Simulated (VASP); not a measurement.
Runs of VASP 6.6.1 on B. The structure is that of space group I4/mmm (No. 139), or close to it. The cells are those of the table. The cell was generated, and may not be a known phase.

```tsv
task	cell	k mesh	cutoff (eV)	gap on the mesh (eV)	pressure (GPa)
single point	a = 2.223 Å, angles 97.6, 97.6, 137.2°, 1 atom	38 × 38 × 38	520	none	-0.1
relaxation of cell and atoms	relaxed from a = 2.177 Å, angles 117.9, 115.5, 95.8°, 1 atom	10 × 10 × 10	600	none	-0.7
single point	a = 2.233 Å, angles 137.5, 97.6, 97.5°, 1 atom	10 × 10 × 10	520	none	-0.3
relaxation of cell and atoms	relaxed from a = 2.233 Å, angles 97.6, 97.6, 137.5°, 1 atom	38 × 38 × 38	600	none	0.0
single point	a = 2.177 Å, angles 117.9, 115.5, 95.8°, 1 atom	10 × 10 × 10	520	none	(a)
```

Alike in all rows: level PBE; potentials or basis VASP PAW PBE potentials, release 64 (B); no spin polarisation; smearing gaussian 0.1 eV.

Task: Estimate the missing entries.

Result: (a) -39.6.

Caveats: some runs use coarse meshes; the stress differs along the axes, from -51 to -32 GPa (at least some runs).

A gap of «none» marks levels without a gap at the run's occupations.
